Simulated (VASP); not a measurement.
# In (Im-3m) in VASP: further runs

Runs on In. Level: LDA. Tasks: single point, relaxation of cell and atoms.

Program: VASP 6.6.1. These are calculated values, not measurements. Logs are shortened: lines on timing, memory, paths and dates and some standing lists are left out, and cuts for length are marked.

**1. The cell of the first run**

Symmetry: Im-3m, No. 229, cubic system. Conventional cell: a = 3.667 Å, b = 3.667 Å, c = 3.667 Å, α = 90.00°, β = 90.00°, γ = 90.00°. In (site symmetry m-3m) has 14 In at 3.18 to 3.67 Å within 4.2 Å.

This isn't the form of In at room conditions, which is tetragonal.

**2. Single point, LDA**

INCAR

```
SYSTEM = In
PREC = Accurate ; ENCUT = 520
EDIFF = 1E-6 ; ISMEAR = -1
SIGMA = 0.1 ; LREAL = .FALSE.
LASPH = .TRUE. ; NELM = 100
ALGO = Normal ; ISIF = 2
LWAVE = .FALSE. ; LCHARG = .FALSE.
GGA = CA ; NBANDS = 12
```

KPOINTS

```
Automatic mesh
0
G
  15 15 15
  0 0 0
```

POSCAR

```
In
1.0
   -1.8335202670      1.8335202670      1.8335202670
    1.8335202670     -1.8335202670      1.8335202670
    1.8335202670      1.8335202670     -1.8335202670
In
1
Direct
    0.0000000000      0.0000000000      0.0000000000
```

Potentials or basis: VASP PAW LDA potentials, release 64 (In_d).

Command:

```bash
$ cat potpaw_LDA.64/In_d/POTCAR > POTCAR
$ mpirun -np 1 vasp_std > vasp.out
```

OUTCAR:

```text
SYSTEM = In
   PREC = Accurate
   ENCUT = 520
   EDIFF = 1E-6
   ISMEAR = -1
   LREAL = .FALSE.
   LASPH = .TRUE.
   NELM = 100
   ISIF = 2
   GGA = CA

 ion  position               nearest neighbor table
   1  0.000  0.000  0.000-

  LATTYP: Found a body centered cubic cell.
 ALAT       =     3.6670405340

  Lattice vectors:

 A1 = (  -1.8335202670,   1.8335202670,   1.8335202670)
 A2 = (   1.8335202670,  -1.8335202670,   1.8335202670)
 A3 = (   1.8335202670,   1.8335202670,  -1.8335202670)

Analysis of symmetry for initial positions (statically):
=====================================================================
 Subroutine PRICEL returns:
 Original cell was already a primitive cell.

 Routine SETGRP: Setting up the symmetry group for a
 body centered cubic supercell.

 Subroutine GETGRP returns: Found 48 space group operations
 (whereof 48 operations were pure point group operations)
 out of a pool of 48 trial point group operations.

The static configuration has the point symmetry O_h .

Analysis of symmetry for dynamics (positions and initial velocities):
=====================================================================
 Subroutine PRICEL returns:
 Original cell was already a primitive cell.

 Routine SETGRP: Setting up the symmetry group for a
 body centered cubic supercell.

 Subroutine GETGRP returns: Found 48 space group operations
 (whereof 48 operations were pure point group operations)
 out of a pool of 48 trial point group operations.

The dynamic configuration has the point symmetry O_h .

 Subroutine INISYM returns: Found 48 space group operations
 (whereof 48 operations are pure point group operations),
 and found     1 'primitive' translations

----------------------------------------------------------------------------------------

                                     Primitive cell

  volume of cell :      24.6557

  direct lattice vectors                    reciprocal lattice vectors
    -1.833520267  1.833520267  1.833520267     0.000000000  0.272699467  0.272699467
     1.833520267 -1.833520267  1.833520267     0.272699467  0.000000000  0.272699467
     1.833520267  1.833520267 -1.833520267     0.272699467  0.272699467  0.000000000

  length of vectors
     3.175750259  3.175750259  3.175750259     0.385655285  0.385655285  0.385655285

  position of ions in fractional coordinates (direct lattice)
     0.000000000  0.000000000  0.000000000
[... 81 lines left out ...]
   NFREE  =      0    steps in history (QN), initial steepest desc. (CG)
   ISIF   =      2    stress and relaxation
   ISYM   =      2    0-nonsym 1-usesym 2-fastsym
   POTIM  = 0.5000    time-step for ionic-motion
   TEBEG  =    0.0;   TEEND  =   0.0 temperature during run
   PSTRESS=    0.0 pullay stress
   NELECT =      13.0000    total number of electrons
   NUPDOWN=      -1.0000    fix difference up-down
   EMIN   =  10.00;   EMAX   =-10.00  energy-range for DOS
   EFERMI =   0.00;   METHOD = LEGACY
   ISMEAR =    -1;   SIGMA  =   0.10  broadening in eV -4-tet -1-fermi 0-gaus
   EFERMI_NEDOS =   21; number of points for ismear=-14 and -15
   IALGO  =     38    algorithm
   IMIX   =      4    mixing-type and parameters
     AMIX     =   0.40;   BMIX     =  1.00
     AMIX_MAG =   1.60;   BMIX_MAG =  1.00
  volume/ion in A,a.u.               =      24.66       166.38
  Fermi-wavevector in a.u.,A,eV,Ry     =   1.322565  2.499285 23.799001  1.749177
  Thomas-Fermi vector in A             =   2.452236
   LORBIT       =      0    0 simple, 1 ext, 2 COOP (PROOUT), +10 PAW based schemes
   GGA     = CA    functional components
   LHFCALC =     F    Hartree Fock is set to
   AEXX    =    0.0000 exact exchange contribution
   IVDW    =     0    specifies the selected vdW correction
   LEPSILON=     F    determine dielectric tensor
   LRPA    =     F    only Hartree local field effects (RPA)
 non-spin polarized calculation
  energy-cutoff  :      520.00
  volume of cell :       24.66
 maximum number of plane-waves:       682
   NGX = 11   NGY = 11   NGZ = 11

 number of electron      12.9999996 magnetization

 Free energy of the ion-electron system (eV)
  ---------------------------------------------------
  ext. energy  EPLUGINS =         0.00000000
  ---------------------------------------------------
  free energy    TOTEN  =        -3.20813716 eV

  energy without entropy =       -3.19277846  energy(sigma->0) =       -3.20045781

 E-fermi :   7.9022     XC(G=0): -10.8146

 val. band max:        7.8818296462   @ k =  -0.4000   0.4000   0.2000
 cond. band min:       7.9183849312   @ k =  -0.4000  -0.4000   0.1333
 fundamental gap:      0.0365552850
 Fermi energy:         7.9021719583

 k-point     1 :       0.0000    0.0000    0.0000
  band No.  band energies     occupation
      1      -6.7621      2.00000
      2      -6.7621      2.00000
      3      -6.7621      2.00000
      4      -6.4331      2.00000
      5      -6.4331      2.00000
      6      -2.0661      2.00000
      7      19.5389      0.00000
      8      19.5389      0.00000
      9      19.5389      0.00000
     10      21.1865      0.00000
     11      21.1865      0.00000
     12      21.1865      0.00000
[... 331 lines left out ...]
 k-point    24 :       0.4000    0.2000    0.0000
  band No.  band energies     occupation
      1      -6.8527      2.00000
      2      -6.7145      2.00000
      3      -6.4882      2.00000
      4      -6.4500      2.00000
      5      -6.3183      2.00000
      6       4.4955      2.00000
      7       5.3722      2.00000
      8       9.9391      0.00000
      9      14.4475      0.00000
     10      20.1154      0.00000
     11      23.6717      0.00000
     12      23.9246      0.00000

 [... further k-points ...]

------------------------ aborting loop because EDIFF is reached ----------------------------------------

  FORCE on cell =-STRESS in cart. coord.  units (eV):
  Direction    XX          YY          ZZ          XY          YZ          ZX
  --------------------------------------------------------------------------------------
  -------------------------------------------------------------------------------------
  Total        0.0556200      0.0556200      0.0556200      0.0000000      0.0000000     -0.0000000
  in kB        3.6142989      3.6142989      3.6142989      0.0000000      0.0000000     -0.0000000
  external PRESSURE =       3.6142989 kB  Pullay stress =       0.0000000 kB

 VOLUME and BASIS-vectors are now :
 -----------------------------------------------------------------------------
  energy-cutoff  :      520.00
  volume of cell :       24.66
      direct lattice vectors                 reciprocal lattice vectors
    -1.833520267  1.833520267  1.833520267     0.000000000  0.272699467  0.272699467
     1.833520267 -1.833520267  1.833520267     0.272699467  0.000000000  0.272699467
     1.833520267  1.833520267 -1.833520267     0.272699467  0.272699467  0.000000000

 POSITION                                       TOTAL-FORCE (eV/Angst)
 -----------------------------------------------------------------------------------
      0.00000      0.00000      0.00000         0.000000      0.000000     -0.000000
 -----------------------------------------------------------------------------------
    total drift:                                0.000000      0.000000     -0.000000

  FREE ENERGIE OF THE ION-ELECTRON SYSTEM (eV)
  ---------------------------------------------------
  free  energy   TOTEN  =        -3.2081371604 eV

  energy  without entropy=       -3.1927784621  energy(sigma->0) =       -3.20045781
```

OSZICAR:

```text
N       E                     dE             d eps       ncg     rms          rms(c)
DAV:   1     0.790822456400E+02    0.79082E+02   -0.63240E+03  2924   0.141E+03
DAV:   2     0.595741886671E+00   -0.78487E+02   -0.76458E+02  3020   0.297E+02
DAV:   3    -0.316097797510E+01   -0.37567E+01   -0.37457E+01  3480   0.653E+01
DAV:   4    -0.324343440188E+01   -0.82456E-01   -0.82432E-01  3576   0.965E+00
DAV:   5    -0.324716263912E+01   -0.37282E-02   -0.37281E-02  3888   0.183E+00    0.269E+00
DAV:   6    -0.321621239371E+01    0.30950E-01   -0.43893E-02  3540   0.438E+00    0.130E+00
DAV:   7    -0.320891728318E+01    0.72951E-02   -0.12346E-02  4204   0.208E+00    0.268E-01
DAV:   8    -0.320814166262E+01    0.77562E-03   -0.79205E-04  3488   0.525E-01    0.192E-02
DAV:   9    -0.320813706913E+01    0.45935E-05   -0.13888E-05  4216   0.513E-02    0.167E-02
DAV:  10    -0.320813716039E+01   -0.91268E-07   -0.61259E-07  2140   0.973E-03
   1 F= -.32081372E+01 E0= -.32004578E+01  d E =-.153587E-01
```

stdout:

```text
POSCAR found type information on POSCAR In
 POSCAR found :  1 types and       1 ions
 scaLAPACK will be used
 LDA part: xc-table for (Slater(with rela. corr.)+CA(PZ))
 , standard interpolation
 POSCAR, INCAR and KPOINTS ok, starting setup
 FFT: planning ... GRIDC
 FFT: planning ... GRID_SOFT
 FFT: planning ... GRID
 WAVECAR not read
 entering main loop
```

Wall time 7.1 s (1 thread of Intel Xeon 6975P-C (Granite Rapids), shared host); peak memory 0.14 GiB.

What came out:

```yaml
Free_energy: -3.2081 eV
Pressure: 0.4 GPa
Band_gap_on_the_k_mesh: zero (an odd number of electrons rules out a gap without spin polarisation)
```

Caveat: spin-orbit coupling is left out, which moves the levels of the heavy elements.

**3. Single point, LDA**

INCAR

```
SYSTEM = In
PREC = Accurate
ENCUT = 520
EDIFF = 1E-6
ISMEAR = -1
SIGMA = 0.1
LREAL = .FALSE.
LASPH = .TRUE.
NELM = 80
ALGO = Normal
ISIF = 2
LWAVE = .FALSE.
LCHARG = .TRUE.
LELF = .TRUE.
LVHAR = .TRUE.
NBANDS = 12
```

KPOINTS

```
regular mesh
0
G
  15 15 15
  0 0 0
```

POSCAR is that of step 2.

Potentials or basis: VASP PAW LDA potentials, release 64 (In_d).

Command:

```bash
$ cat potpaw_LDA.64/In_d/POTCAR > POTCAR
$ mpirun -np 1 vasp_std > vasp.out
```

Run time: 7.9 s. Hardware: 1 thread of Intel Xeon 6975P-C (Granite Rapids), shared host; peak memory 0.15 GiB.

It converged, with:

* Free energy: -3.2081 eV
* Pressure: 0.4 GPa
* Band gap on the k mesh: zero (an odd number of electrons rules out a gap without spin polarisation)

Levels at points of the mesh, in eV from the Fermi level:
```csv
k point,band 4,band 5,band 6,band 7,band 8,band 9
"(0.00, 0.00, 0.00)",-14.34,-14.34,-9.97,11.64,11.64,11.64
```

Caveat: spin-orbit coupling is left out, which moves the levels of the heavy elements.

**4. Relaxation of cell and atoms, LDA, target pressure 0.33 GPa, at which the enthalpy is minimised**

INCAR

```
SYSTEM = In
PREC = Accurate
ENCUT = 600
EDIFF = 1E-6
ISMEAR = -1
SIGMA = 0.1
LREAL = .FALSE.
LASPH = .TRUE.
NELM = 100
ALGO = Normal
ISIF = 3
LWAVE = .FALSE.
LCHARG = .FALSE.
GGA = CA
IBRION = 2
NSW = 60
EDIFFG = -0.005
PSTRESS = 3.3000000000000003
```

KPOINTS

```
Automatic mesh
0
G
  15 15 15
  0 0 0
```

POSCAR is that of step 3.

Command:

```bash
$ cat potpaw_LDA.64/In_d/POTCAR > POTCAR
$ mpirun -np 1 vasp_std > vasp.out
```

It took 18 s on 1 thread of Intel Xeon 6975P-C (Granite Rapids), shared host; peak memory 0.17 GiB.

It converged, with:

```
Free energy                                                : -3.2083 eV
Relaxed volume                                             : 24.70 Å³/atom
Relaxed cell                                               : a = 3.178 Å, b = 3.178 Å, c = 3.178 Å, α = 109.47°, β = 109.47°, γ = 109.47°
Space group after relaxing (to 0.1 Å)                      : Im-3m (No. 229)
Energy change on relaxing (the run minimises the enthalpy) : -0.1 meV/atom
Ionic steps                                                : 2
Pressure after relaxing                                    : 0.3 GPa
Band gap on the k mesh                                     : zero (an odd number of electrons rules out a gap without spin polarisation)
```

The path:
| step | energy change (eV) | largest force (eV/Å) | pressure (GPa) | volume (Å³) |
| --- | --- | --- | --- | --- |
| 1 | 0.0000 | 0.0000 | 0.41 | 24.66 |
| 2 | -0.0001 | 0.0000 | 0.34 | 24.70 |

Final structure:
```xyz
1
Lattice="-1.8347 1.8347 1.8347 1.8347 -1.8347 1.8347 1.8347 1.8347 -1.8347" Properties=species:S:1:pos:R:3 pbc="T T T"
In    1.8347    1.8347   -1.8347
```

Levels at points of the mesh, in eV from the Fermi level:
```
           k point  band 4  band 5  band 6  band 7  band 8  band 9
(0.00, 0.00, 0.00)  -14.33  -14.33   -9.95   11.61   11.61   11.61
```

Caveat: the cell is relaxed towards a set pressure, so the run minimises the enthalpy, not the energy; spin-orbit coupling is left out, which moves the levels of the heavy elements.

**5. Relaxation of cell and atoms, LDA, target pressure 0.33 GPa, at which the enthalpy is minimised**

INCAR

```
PREC     = Accurate       # precision mode
ENCUT    = 600            # plane-wave cutoff, eV
EDIFF    = 1E-7           # SCF threshold, eV
ISMEAR   = -1             # smearing method
SIGMA    = 0.1            # smearing width, eV
LREAL    = F              # projectors in reciprocal space
LASPH    = T              # aspherical terms in the spheres
NELM     = 60             # most SCF steps
ALGO     = Normal         # electronic algorithm
ISIF     = 3              # what is computed and relaxed
LWAVE    = F              # write WAVECAR
LCHARG   = F              # write CHGCAR
GGA      = CA             # functional
IBRION   = 2              # ionic algorithm
NSW      = 32             # ionic steps
EDIFFG   = -0.005         # ionic threshold
PSTRESS  = 3.3000000000000003
```

KPOINTS

```
regular mesh
0
Gamma
  15 15 15
```

POSCAR is that of step 4.

Command:

```bash
$ cat potpaw_LDA.64/In_d/POTCAR > POTCAR
$ mpirun -np 1 vasp_std > vasp.out
```

It took 20 s on 1 thread of Intel Xeon 6975P-C (Granite Rapids), shared host; peak memory 0.17 GiB.

Results (log left out):

```yaml
Free_energy: -3.2083 eV
Relaxed_volume: 24.71 Å³/atom
Relaxed_cell: a = 3.178 Å, b = 3.178 Å, c = 3.178 Å, α = 109.47°, β = 109.47°, γ = 109.47°
Space_group_after_relaxing_to_0.1_Å: Im-3m (No. 229)
Energy_change_on_relaxing_the_run_minimises_the_enthalpy: -0.1 meV/atom
Ionic_steps: 2
Pressure_after_relaxing: 0.3 GPa
Band_gap_on_the_k_mesh: zero (an odd number of electrons rules out a gap without spin polarisation)
```

Step by step:
| step | energy change (eV) | largest force (eV/Å) | pressure (GPa) | volume (Å³) |
| --- | --- | --- | --- | --- |
| 1 | 0.0000 | 0.0000 | 0.43 | 24.66 |
| 2 | -0.0001 | 0.0000 | 0.33 | 24.71 |

Final structure:
```
In
1.0
    -1.83483    1.83483    1.83483
     1.83483   -1.83483    1.83483
     1.83483    1.83483   -1.83483
In
1
Direct
  0.00000 0.00000 0.00000
```

Levels at points of the mesh, in eV from the Fermi level:
| k point | band 4 | band 5 | band 6 | band 7 | band 8 | band 9 |
| --- | --- | --- | --- | --- | --- | --- |
| (0.00, 0.00, 0.00) | -14.33 | -14.33 | -9.95 | 11.61 | 11.61 | 11.61 |

Caveat: the cell is relaxed towards a set pressure, so the run minimises the enthalpy, not the energy; spin-orbit coupling is left out, which moves the levels of the heavy elements.

The gap in the log of VASP goes by the Fermi energy; the results here count the filled bands.